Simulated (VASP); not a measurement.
Write the native input for VASP 6.6.1 that does the following.

```
Task                   : relaxation of cell and atoms
Functional             : PBE
Potentials or basis    : VASP PAW PBE potentials, release 64 (Cd, Hg, S)
Cutoff                 : 600 eV
k mesh                 : 10 × 10 × 4
Occupations            : fermi-dirac, width 0.15 eV
Spin                   : no spin polarisation
Dipole correction      : no
Further INCAR settings : ALGO = Fast; EDIFF = 1e-07; IBRION = 2; EDIFFG = -0.001; NSW = 80; ISIF = 3
```

The structure of CdHg3S4 lies in POSCAR:

```
CdHg3S4
1.0
    4.2287234147      0.0000000000      0.0000000000
    0.0000000000      4.2287234147      0.0000000000
    0.0000000000      0.0000000000     11.9288522563
Cd Hg S
1 3 4
Direct
    0.5000000000      0.5000000000      0.0000000000
    0.0000000000      0.0000000000      0.7516908759
    0.0000000000      0.0000000000      0.2483091241
    0.5000000000      0.5000000000      0.5000000000
    0.5000000000      0.0000000000      0.1223281760
    0.0000000000      0.5000000000      0.3741702286
    0.5000000000      0.0000000000      0.6258297714
    0.0000000000      0.5000000000      0.8776718240
```

The input as run:

INCAR

```
PREC = Accurate
ENCUT = 600
EDIFF = 1E-7
ISMEAR = -1
SIGMA = 0.15
LREAL = False
LASPH = True
NELM = 60
ALGO = Fast
ISIF = 3
LWAVE = False
LCHARG = False
GGA = PE
IBRION = 2
NSW = 80
EDIFFG = -0.001
```

KPOINTS

```
Automatic mesh
0
Gamma
  10 10 4
```

Potentials or basis: VASP PAW PBE potentials, release 64 (Cd, Hg, S).

Command:

```console
$ cat potpaw_PBE.64/Cd/POTCAR potpaw_PBE.64/Hg/POTCAR potpaw_PBE.64/S/POTCAR > POTCAR
$ mpirun -np 1 vasp_std > vasp.out
```

Results of the run:

```yaml
Relaxed_volume: 26.81 Å³/atom
Relaxed_cell: a = 4.235 Å, b = 4.235 Å, c = 11.959 Å, α = 90.00°, β = 90.00°, γ = 90.00°
Space_group_after_relaxing_to_0.1_Å: P-4m2 (No. 115)
Energy_gained_by_relaxing: 0.1 meV/atom
Ionic_steps: 8
Pressure_after_relaxing: 0.0 GPa
Band_gap_on_the_k_mesh: zero (filled and empty bands touch)
```

Caveat: semilocal functionals underestimate gaps, and a narrow one can read as zero; spin-orbit coupling is left out, which moves the levels of the heavy elements.

Run time: 46 min on 1 thread of Oxide Virtual Turin-like Processor, with other jobs on the host, peak memory 0.78 GiB.
